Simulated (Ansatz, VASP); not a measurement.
# KI in VASP and in Ansatz

File INCAR:

```
SYSTEM = KI
PREC = Accurate
ENCUT = 520
EDIFF = 1E-6
ISMEAR = -1
SIGMA = 0.03
LREAL = .False.
LASPH = .True.
NELM = 100
ALGO = Normal
ISIF = 2
LWAVE = .False.
LCHARG = .False.
GGA = PE
NBANDS = 15
```

The input KPOINTS:

```
Automatic mesh
0
Gamma
  10 10 10
  0 0 0
```

The input POSCAR:

```
KI
1.0
    0.0000000000      3.5900284935      3.5900284935
    3.5900284935      0.0000000000      3.5900284935
    3.5900284935      3.5900284935      0.0000000000
K I
1 1
Direct
    0.0000000000      0.0000000000      0.0098481113
    0.5000000000      0.5000000000      0.5000000000
```

Input for Ansatz:

```yaml
crystal:
  lattice:
    - [0.0, 3.5900284935, 3.5900284935]
    - [3.5900284935, 0.0, 3.5900284935]
    - [3.5900284935, 3.5900284935, 0.0]
  atoms:
    - { symbol: K, position: [0.0, 0.0, 0.0098481113] }
    - { symbol: I, position: [0.5, 0.5, 0.5] }
kpoints:
  mp_grid: { grid: [10, 10, 10] }
scf:
  occupations: { method: fermi_dirac, width: 0.03 }
hamiltonian:
  xc: pbe
  pseudopotentials: { kind: all_electron, lapw: { basis_error: 0.0005 } }
output:
  forces: true
  stress: true
  eigenvalues: true
```

Alike in both runs: task single point; functional PBE; k mesh 10 × 10 × 10; occupations fermi-dirac, width 0.03 eV; no spin polarisation.

```csv
,VASP,Ansatz
version,VASP 6.6.1,Ansatz 0.2.0
potentials or method,"VASP PAW PBE potentials, release 64 (K_sv, I), cutoff 520 eV","all-electron LAPW, scalar-relativistic"
```

```tsv
	VASP	Ansatz	Ansatz less VASP
gap on the k mesh at the Fermi level (eV)	3.85	3.86	+0.004
pressure (GPa)	0.0	0.0	-0.03
rms of the force components (eV/Å)	0.025	0.025	-0.0002
```

Atom by atom the forces differ by 0.000 eV/Å (rms over components). Ansatz ran all-electron here, and VASP with PAW potentials.

Neither program's run includes spin-orbit coupling.
